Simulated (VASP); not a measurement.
A run of VASP 6.6.1 is set up as follows.

POSCAR

```
BeS
1.0
    0.0000000000      2.3922257121      2.3922257121
    2.3922257121      0.0000000000      2.3922257121
    2.3922257121      2.3922257121      0.0000000000
S Be
1 1
Direct
    0.7500000000      0.7500000000      0.7500000000
    0.0000000000      0.0000000000      0.0000000000
```

The input INCAR.step1:

```
ALGO     = Normal         # electronic algorithm
EDIFF    = 1E-5           # SCF threshold, eV
ENCUT    = 520            # plane-wave cutoff, eV
GGA      = PE             # functional
ISIF     = 2              # what is computed and relaxed
ISMEAR   = -1             # smearing method
LASPH    = T              # aspherical terms in the spheres
LCHARG   = F              # write CHGCAR
LREAL    = F              # projectors in reciprocal space
LWAVE    = T              # write WAVECAR
NBANDS   = 11             # bands
NELM     = 80             # most SCF steps
PREC     = Accurate       # precision mode
SIGMA    = 0.05           # smearing width, eV
```

INCAR.step2

```
AEXX     = 0.25           # exact-exchange fraction
ALGO     = Normal         # electronic algorithm
EDIFF    = 1E-6           # SCF threshold, eV
ENCUT    = 520            # plane-wave cutoff, eV
GGA      = PE             # functional
ISIF     = 2              # what is computed and relaxed
ISMEAR   = -1             # smearing method
ISTART   = 1            
LASPH    = T              # aspherical terms in the spheres
LCHARG   = F              # write CHGCAR
LHFCALC  = T              # exact exchange
LREAL    = F              # projectors in reciprocal space
LWAVE    = F              # write WAVECAR
NBANDS   = 11             # bands
NELM     = 80             # most SCF steps
PREC     = Accurate       # precision mode
PRECFOCK = Normal       
SIGMA    = 0.05           # smearing width, eV
```

KPOINTS

```
k-points
0
Gamma
  6 6 6
```

Potentials or basis: VASP PAW PBE potentials, release 64 (S, Be).

Launch:

```sh
$ cat potpaw_PBE.64/S/POTCAR potpaw_PBE.64/Be/POTCAR > POTCAR
$ cp INCAR.step1 INCAR
$ mpirun -np 1 vasp_std > vasp.out
$ cp INCAR.step2 INCAR
$ mpirun -np 1 vasp_std > vasp.out
```

Question: What does it give for the pressure?

Answer: 4.4 GPa.

Question: Estimate the band gap on the k mesh.

Answer: 4.68 eV, indirect (least direct gap 7.60 eV).

Caveat: the PAW data sets were made with another functional, which shifts forces and pressure a little. A k mesh can miss the band edges.
